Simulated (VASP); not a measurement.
Set up this calculation in VASP 6.6.1, as the native input.

```
Task                   : single point
Functional             : r2SCAN
Potentials or basis    : VASP PAW PBE potentials, release 64 (V_sv)
Cutoff                 : 550 eV
k mesh                 : 10 × 10 × 10
Occupations            : fermi-dirac, width 0.1 eV
Spin                   : no spin polarisation
Dipole correction      : no
Further INCAR settings : ALGO = Normal; EDIFF = 1e-06; NBANDS = 20
```

The system is V.

```
V
1.0
     3.02600    0.00000    0.00000
     0.00000    3.02600    0.00000
     0.00000    0.00000    3.02600
V
2
Direct
  0.00000 0.00000 0.00000
  0.50000 0.50000 0.50000
```

The input as run:

POSCAR

```
V
1.0
    3.0260000000      0.0000000000      0.0000000000
    0.0000000000      3.0260000000      0.0000000000
    0.0000000000      0.0000000000      3.0260000000
V
2
Direct
    0.0000000000      0.0000000000      0.0000000000
    0.5000000000      0.5000000000      0.5000000000
```

INCAR.step1

```
SYSTEM = V
PREC     = Accurate       ! precision mode
ENCUT    = 550            ! plane-wave cutoff, eV
ISMEAR   = -1             ! smearing method
SIGMA    = 0.1            ! smearing width, eV
LREAL    = .FALSE.        ! projectors in reciprocal space
LASPH    = .TRUE.         ! aspherical terms in the spheres
NELM     = 120            ! most SCF steps
NBANDS   = 20             ! bands
GGA      = PE             ! functional
ALGO     = Normal         ! electronic algorithm
EDIFF    = 1E-5           ! SCF threshold, eV
LWAVE    = .TRUE.         ! write WAVECAR
LCHARG   = .FALSE.        ! write CHGCAR
GGA_COMPAT= .FALSE.
```

INCAR.step2

```
SYSTEM = V
PREC     = Accurate       ! precision mode
ENCUT    = 550            ! plane-wave cutoff, eV
EDIFF    = 1E-6           ! SCF threshold, eV
ISMEAR   = -1             ! smearing method
SIGMA    = 0.1            ! smearing width, eV
LREAL    = .FALSE.        ! projectors in reciprocal space
LASPH    = .TRUE.         ! aspherical terms in the spheres
NELM     = 120            ! most SCF steps
ALGO     = Normal         ! electronic algorithm
ISIF     = 2              ! what is computed and relaxed
LWAVE    = .FALSE.        ! write WAVECAR
LCHARG   = .TRUE.         ! write CHGCAR
METAGGA  = R2SCAN         ! meta-GGA
LMIXTAU  = .TRUE.       
LELF     = .TRUE.         ! ELF
LVHAR    = .TRUE.       
NBANDS   = 20             ! bands
ISTART   = 1            
GGA_COMPAT= .FALSE.
```

KPOINTS

```
regular mesh
0
G
  10 10 10
  0 0 0
```

Potentials or basis: VASP PAW PBE potentials, release 64 (V_sv).

Launch:

```bash
$ cat potpaw_PBE.64/V_sv/POTCAR > POTCAR
$ cp INCAR.step1 INCAR
$ mpirun -np 1 vasp_std > vasp.out
$ cp INCAR.step2 INCAR
$ mpirun -np 1 vasp_std > vasp.out
```

Results of the run:

| Property | Result |
| --- | --- |
| Pressure | -6.8 GPa |
| Band gap on the k mesh | zero (band 13 reaches 10.72 eV, above the bottom of band 14 at 8.13 eV) |

Caveat: the PAW data sets were made with another functional, which shifts forces and pressure a little.

Wall time 2.3 min on 1 thread of Intel Xeon 8259CL, on a shared host, peak memory 0.16 GiB.
